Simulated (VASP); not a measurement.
Crystal: Ag3SnSe.

```xyz
5
Lattice="4.9381 0.0000 0.0000 0.0000 4.9381 0.0000 0.0000 0.0000 4.9381" Properties=species:S:1:pos:R:3 pbc="T T T"
Ag    2.4691    0.0000    0.0000
Ag    0.0000    2.4691    0.0000
Ag    0.0000    0.0000    2.4691
Sn    2.4691    2.4691    2.4691
Se    0.0000    0.0000    0.0000
```

- Program: VASP 6.6.1
- Task: relaxation of cell and atoms
- Functional: PBE
- Potentials or basis: VASP PAW PBE potentials, release 64 (Ag, Sn_d, Se)
- Cutoff: 600 eV
- k mesh: 4 × 4 × 4
- Occupations: gaussian, width 0.1 eV
- Spin: no spin polarisation

At the start: pressure 4.4 GPa; volume 24.08 Å³/atom.

Question: How do energy, volume and symmetry change on relaxing?

Answer: Over 3 steps the energy falls by 24.2 meV/atom and the volume is 26.00 Å³/atom (+7.9 %); space group Pm-3m (No. 221, to 0.05 Å).

The path:
```csv
step,energy change (eV),largest force (eV/Å),pressure (GPa),volume (Å³)
1,0.0000,0.0000,4.37,120.42
2,-0.1158,0.0000,-0.75,132.22
3,-0.1209,0.0000,0.02,129.99
```

Final structure:
```xyz
5
Lattice="5.0656 0.0000 0.0000 0.0000 5.0656 0.0000 0.0000 0.0000 5.0656" Properties=species:S:1:pos:R:3 pbc="T T T"
Ag    2.5328    0.0000    0.0000
Ag    0.0000    2.5328    0.0000
Ag    0.0000    0.0000    2.5328
Sn    2.5328    2.5328    2.5328
Se    0.0000    0.0000    0.0000
```
